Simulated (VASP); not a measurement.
# TaSi2 (C2) in VASP: single point with PBEsol

Aim: the single point of TaSi2 with PBEsol.

All numbers are computed with VASP 6.6.1; they aren't measurements. Logs are shortened: lines on timing, memory, paths and dates and some standing lists are left out, and cuts for length are marked.

## (1) The cell of the first run

It takes space group C2 (No. 5, monoclinic). The conventional cell has a = 4.761 Å, b = 8.246 Å, c = 6.556 Å, α = 90.00°, β = 90.00°, γ = 90.00°. Ta (site symmetry 2) has 10 Si at 2.57 to 2.91 Å and 4 Ta at 3.23 Å within 3.4 Å. Within 3.4 Å of Ta (site symmetry 1) lie 10 Si at 2.55 to 2.86 Å and 4 Ta at 3.23 Å. Si (site symmetry 2) has 9 Si at 2.55 to 3.31 Å and 5 Ta at 2.57 to 2.77 Å within 3.4 Å. Within 3.4 Å of Si (site symmetry 1) lie 5 Ta at 2.55 to 2.82 Å and 9 Si at 2.55 to 3.31 Å. Within 3.4 Å of Si (site symmetry 1) lie 9 Si at 2.55 to 3.31 Å and 5 Ta at 2.57 to 2.86 Å. Within 3.4 Å of Si (site symmetry 2) lie 9 Si at 2.55 to 3.31 Å and 5 Ta at 2.63 to 2.91 Å.

## (2) Single point, PBEsol (all Ta atoms moved -0.100 Å, as atom 1 along Cartesian [0 1 0])

Contents of INCAR:

```
  PREC = Accurate
  ENCUT = 520
  EDIFF = 1E-6
  ISMEAR = 0
  SIGMA = 0.15
  LREAL = F
  LASPH = T
  NELM = 100
  ALGO = Fast
  ISIF = 2
  LWAVE = F
  LCHARG = F
  GGA = PS
  NBANDS = 38
```

Contents of KPOINTS:

```
Automatic mesh
0
Gamma
  12 12 6
```

Contents of POSCAR:

```
TaSi2
1.0
    4.7608595394      0.0000000000      0.0000000000
   -2.3804297697      4.1230253050      0.0000000000
    0.0000000000      0.0000000000      6.5557841079
Ta Si
3 6
Direct
    0.4878729825     -0.0242540350      0.5000000000
    0.4878729825      0.4757459650      0.8333333333
   -0.0121270175      0.4757459650      0.1666666667
    0.1592675424      0.3185350849      0.5000000000
    0.8407324576      0.1592675424      0.8333333333
    0.6814649151      0.8407324576      0.1666666667
    0.8407324576      0.6814649151      0.5000000000
    0.1592675424      0.8407324576      0.8333333333
    0.3185350849      0.1592675424      0.1666666667
```

Potentials or basis: VASP PAW PBE potentials, release 64 (Ta_pv, Si).

Command:

```console
> cat potpaw_PBE.64/Ta_pv/POTCAR potpaw_PBE.64/Si/POTCAR > POTCAR
> mpirun -np 1 vasp_std > vasp.out
```

OUTCAR:

```text
PREC = Accurate
   ENCUT = 520
   EDIFF = 1E-6
   ISMEAR = 0
   LREAL = F
   LASPH = T
   NELM = 100
   ISIF = 2
   GGA = PS

 ion  position               nearest neighbor table
   1  0.488  0.976  0.500-   6 2.57   8 2.57   9 2.63   5 2.63   7 2.67   7 2.67   4 2.71   4 2.77
                             4 2.77   7 2.91   2 3.23   2 3.23   3 3.23   3 3.23
   2  0.488  0.476  0.833-   9 2.55   4 2.57   8 2.62   7 2.63   6 2.65   5 2.67   5 2.76   8 2.77
                             5 2.82   8 2.86   1 3.23   1 3.23   3 3.23   3 3.23
   3  0.988  0.476  0.167-   5 2.55   4 2.57   6 2.62   7 2.63   8 2.65   9 2.67   9 2.76   6 2.77
                             9 2.82   6 2.86   1 3.23   1 3.23   2 3.23   2 3.23
   4  0.159  0.319  0.500-   5 2.55   9 2.55   3 2.57   2 2.57   7 2.63   1 2.71   1 2.77   1 2.77
                             7 2.81   7 2.81
   5  0.841  0.159  0.833-   3 2.55   4 2.55   6 2.55   1 2.63   8 2.63   2 2.67   2 2.76   8 2.81
                             8 2.81   2 2.82
   6  0.681  0.841  0.167-   7 2.55   5 2.55   1 2.57   3 2.62   9 2.63   2 2.65   3 2.77   9 2.81
                             9 2.81   3 2.86
   7  0.841  0.681  0.500-   8 2.55   6 2.55   4 2.63   3 2.63   2 2.63   1 2.67   1 2.67   4 2.81
                             4 2.81   1 2.91
   8  0.159  0.841  0.833-   7 2.55   9 2.55   1 2.57   2 2.62   5 2.63   3 2.65   2 2.77   5 2.81
                             5 2.81   2 2.86
   9  0.319  0.159  0.167-   2 2.55   4 2.55   8 2.55   1 2.63   6 2.63   3 2.67   3 2.76   6 2.81
                             6 2.81   3 2.82

  LATTYP: Found a hexagonal cell.
 ALAT       =     4.7608595394
 C/A-ratio  =     1.3770169134

  Lattice vectors:

 A1 = (   4.7608595394,   0.0000000000,   0.0000000000)
 A2 = (  -2.3804297697,   4.1230253050,   0.0000000000)
 A3 = (   0.0000000000,   0.0000000000,   6.5557841079)

Analysis of symmetry for initial positions (statically):
=====================================================================
 Subroutine PRICEL returns:
 Original cell was already a primitive cell.

 Routine SETGRP: Setting up the symmetry group for a
 hexagonal supercell.

 Subroutine GETGRP returns: Found  2 space group operations
 (whereof  2 operations were pure point group operations)
 out of a pool of 24 trial point group operations.

The static configuration has the point symmetry C_2 .

Analysis of symmetry for dynamics (positions and initial velocities):
=====================================================================
 Subroutine PRICEL returns:
 Original cell was already a primitive cell.

 Routine SETGRP: Setting up the symmetry group for a
 hexagonal supercell.

 Subroutine GETGRP returns: Found  2 space group operations
 (whereof  2 operations were pure point group operations)
 out of a pool of 24 trial point group operations.

The dynamic configuration has the point symmetry C_2 .

 Subroutine INISYM returns: Found  2 space group operations
 (whereof  2 operations are pure point group operations),
 and found     1 'primitive' translations

----------------------------------------------------------------------------------------

                                     Primitive cell

  volume of cell :     128.6844

  direct lattice vectors                    reciprocal lattice vectors
     4.760859539  0.000000000  0.000000000     0.210046104  0.121270175  0.000000000
    -2.380429770  4.123025305  0.000000000     0.000000000  0.242540350  0.000000000
     0.000000000  0.000000000  6.555784108     0.000000000  0.000000000  0.152537055

  length of vectors
     4.760859539  4.760859539  6.555784108     0.242540350  0.242540350  0.152537055

  position of ions in fractional coordinates (direct lattice)
     0.487872983  0.975745965  0.500000000
     0.487872983  0.475745965  0.833333333
     0.987872983  0.475745965  0.166666667
     0.159267542  0.318535085  0.500000000
     0.840732458  0.159267542  0.833333333
     0.681464915  0.840732458  0.166666667
     0.840732458  0.681464915  0.500000000
     0.159267542  0.840732458  0.833333333
     0.318535085  0.159267542  0.166666667

  ion indices of the primitive-cell ions
   primitive index   ion index
                 1           1
                 2           2
                 3           3
                 4           4
                 5           5
                 6           6
                 7           7
                 8           8
                 9           9

----------------------------------------------------------------------------------------

 KPOINTS: Automatic mesh

Automatic generation of k-mesh.
 Grid dimensions read from file:
 generate k-points for:   12   12    6

 Generating k-lattice:

  Cartesian coordinates                     Fractional coordinates (reciprocal lattice)
     0.017503842  0.010105848  0.000000000     0.083333333  0.000000000  0.000000000
     0.000000000  0.020211696  0.000000000     0.000000000  0.083333333  0.000000000
     0.000000000  0.000000000  0.025422842     0.000000000  0.000000000  0.166666667

  Length of vectors
     0.020211696  0.020211696  0.025422842

  Shift w.r.t. Gamma in fractional coordinates (k-lattice)
     0.000000000  0.000000000  0.000000000

 Subroutine IBZKPT returns following result:
 ===========================================

 Found    242 irreducible k-points:

 Following reciprocal coordinates:
            Coordinates               Weight
  0.000000  0.000000  0.000000      1.000000
  0.083333 -0.000000  0.000000      4.000000
  0.000000  0.083333  0.000000      2.000000
  0.166667  0.000000  0.000000      4.000000
  0.000000  0.166667  0.000000      2.000000
  0.250000 -0.000000  0.000000      4.000000
[... 16 lines left out ...]
 -0.083333  0.416667  0.000000      4.000000
 -0.416667  0.333333  0.000000      4.000000
 [... further k-points ...]
   k-points           NKPTS =    242   k-points in BZ     NKDIM =    242   number of bands    NBANDS=     38
   number of dos      NEDOS =    301   number of ions     NIONS =      9
   total plane-waves  NPLWV =  64800
   dimension x,y,z NGX =    36 NGY =   36 NGZ =   50
   dimension x,y,z NGXF=    72 NGYF=   72 NGZF=  100
   ions per type =               3   6
   NGX,Y,Z   is equivalent  to a cutoff of  12.57, 12.57, 12.68 a.u.
   NGXF,Y,Z  is equivalent  to a cutoff of  25.14, 25.14, 25.36 a.u.
 SYSTEM =  unknown system
   PREC   = accura    normal or accurate (medium, high low for compatibility)
   ISTART =      0    job   : 0-new  1-cont  2-samecut
   ICHARG =      2    charge: 1-file 2-atom 10-const
   ISPIN  =      1    spin polarized calculation?
   LNONCOLLINEAR =      F non collinear calculations
   LSORBIT =      F    spin-orbit coupling
   LASPH  =      T    aspherical Exc in radial PAW
   ENCUT  =  520.0 eV  38.22 Ry    6.18 a.u.   8.85  8.85 12.19*2*pi/ulx,y,z
   NELM   =    100;   NELMIN=  2; NELMDL= -5     # of ELM steps
   EDIFF  = 0.1E-05   stopping-criterion for ELM
   LREAL  =      F    real-space projection
   EDIFFG = 0.1E-04   stopping-criterion for IOM
   NSW    =      0    number of steps for IOM
   IBRION =     -1    ionic relax: 0-MD 1-quasi-New 2-CG
   NFREE  =      0    steps in history (QN), initial steepest desc. (CG)
   ISIF   =      2    stress and relaxation
   ISYM   =      2    0-nonsym 1-usesym 2-fastsym
   POTIM  = 0.5000    time-step for ionic-motion
   TEBEG  =    0.0;   TEEND  =   0.0 temperature during run
   PSTRESS=    0.0 pullay stress
   NELECT =      57.0000    total number of electrons
   NUPDOWN=      -1.0000    fix difference up-down
   EMIN   =  10.00;   EMAX   =-10.00  energy-range for DOS
   EFERMI =   0.00;   METHOD = LEGACY
   ISMEAR =     0;   SIGMA  =   0.15  broadening in eV -4-tet -1-fermi 0-gaus
   EFERMI_NEDOS =   21; number of points for ismear=-14 and -15
   IALGO  =     68    algorithm
   IMIX   =      4    mixing-type and parameters
     AMIX     =   0.40;   BMIX     =  1.00
     AMIX_MAG =   1.60;   BMIX_MAG =  1.00
  volume/ion in A,a.u.               =      14.30        96.49
  Fermi-wavevector in a.u.,A,eV,Ry     =   1.247933  2.358251 21.188838  1.557336
  Thomas-Fermi vector in A             =   2.382042
   LORBIT       =      0    0 simple, 1 ext, 2 COOP (PROOUT), +10 PAW based schemes
   GGA     = PS    functional components
   LHFCALC =     F    Hartree Fock is set to
   AEXX    =    0.0000 exact exchange contribution
   IVDW    =     0    specifies the selected vdW correction
   LEPSILON=     F    determine dielectric tensor
   LRPA    =     F    only Hartree local field effects (RPA)
 non-spin polarized calculation
 RMM-DIIS sequential band-by-band and
 Gauss-broadening in eV      SIGMA  =   0.15
  energy-cutoff  :      520.00
  volume of cell :      128.68
 maximum number of plane-waves:      3501
   NGX = 17   NGY = 17   NGZ = 25

 number of electron      57.0000000 magnetization

 Free energy of the ion-electron system (eV)
  ---------------------------------------------------
  ext. energy  EPLUGINS =         0.00000000
  ---------------------------------------------------
  free energy    TOTEN  =       -77.18421515 eV

  energy without entropy =      -77.14320951  energy(sigma->0) =      -77.16371233

 E-fermi :   9.3889     XC(G=0): -12.2025

 val. band max:        9.3888447847   @ k =   0.0000   0.5000   0.0000
 cond. band min:       9.3897422344   @ k =   0.2500   0.4167   0.1667
 fundamental gap:      0.0008974497
 Fermi energy:         9.3888789421

 k-point     1 :       0.0000    0.0000    0.0000
  band No.  band energies     occupation
      1     -24.9011      2.00000
      2     -24.8922      2.00000
      3     -24.8774      2.00000
      4     -24.8177      2.00000
      5     -24.8164      2.00000
      6     -24.7239      2.00000
[... 30 lines left out ...]
     37      13.4498      0.00000
     38      13.4865      0.00000
[... 941 lines left out ...]
     37      13.4439      0.00000
     38      13.5894      0.00000

 [... further k-points ...]

------------------------ aborting loop because EDIFF is reached ----------------------------------------

  FORCE on cell =-STRESS in cart. coord.  units (eV):
  Direction    XX          YY          ZZ          XY          YZ          ZX
  --------------------------------------------------------------------------------------
  -------------------------------------------------------------------------------------
  Total        0.5026410      1.1418691      0.7680669      0.0000000      0.0000000     -0.0764610
  in kB        6.2581001     14.2167688      9.5627682      0.0000000      0.0000000     -0.9519723
  external PRESSURE =      10.0125457 kB  Pullay stress =       0.0000000 kB

 VOLUME and BASIS-vectors are now :
 -----------------------------------------------------------------------------
  energy-cutoff  :      520.00
  volume of cell :      128.68
      direct lattice vectors                 reciprocal lattice vectors
     4.760859539  0.000000000  0.000000000     0.210046104  0.121270175  0.000000000
    -2.380429770  4.123025305  0.000000000     0.000000000  0.242540350  0.000000000
     0.000000000  0.000000000  6.555784108     0.000000000  0.000000000  0.152537055

 POSITION                                       TOTAL-FORCE (eV/Angst)
 -----------------------------------------------------------------------------------
      0.00000      4.02303      3.27789         0.000000      1.000260      0.000000
      1.19021      1.96151      5.46315         0.181934      1.313944     -0.029884
      3.57064      1.96151      1.09263        -0.181934      1.313944      0.029884
     -0.00000      1.31333      3.27789         0.000000     -0.503689      0.000000
      3.62348      0.65666      5.46315        -0.120020     -0.603723     -0.399788
      1.24305      3.46636      1.09263         0.096370     -0.732880     -0.341543
      2.38043      2.80970      3.27789         0.000000     -0.451253      0.000000
     -1.24305      3.46636      5.46315        -0.096370     -0.732880      0.341543
      1.13738      0.65666      1.09263         0.120020     -0.603723      0.399788
 -----------------------------------------------------------------------------------
    total drift:                                0.000000      0.000207     -0.000000

  FREE ENERGIE OF THE ION-ELECTRON SYSTEM (eV)
  ---------------------------------------------------
  free  energy   TOTEN  =       -77.1842151542 eV

  energy  without entropy=      -77.1432095114  energy(sigma->0) =      -77.16371233
```

It took 39 min on 1 thread of Oxide Virtual Turin-like, shared host; peak memory 0.87 GiB.

Results:

| Item | Value |
| --- | --- |
| Free energy | -77.1842 eV |
| Pressure | 1.0 GPa |
| Largest force | 1.327 eV/Å |
| Band gap on the k mesh | zero (an odd number of electrons rules out a gap without spin polarisation) |

Forces on the atoms (eV/Å):
```
Ta   0.000  1.000  0.000
Ta   0.182  1.314 -0.030
Ta  -0.182  1.314  0.030
Si   0.000 -0.504  0.000
Si  -0.120 -0.604 -0.400
Si   0.096 -0.733 -0.342
Si   0.000 -0.451  0.000
Si  -0.096 -0.733  0.342
Si   0.120 -0.604  0.400
```

Caveat: the cell differs from its parent crystal (all Ta atoms moved -0.100 Å, as atom 1 along Cartesian [0 1 0]); the PAW data sets were made with another functional, which shifts forces and pressure a little; spin-orbit coupling is left out, which moves the levels of the heavy elements.
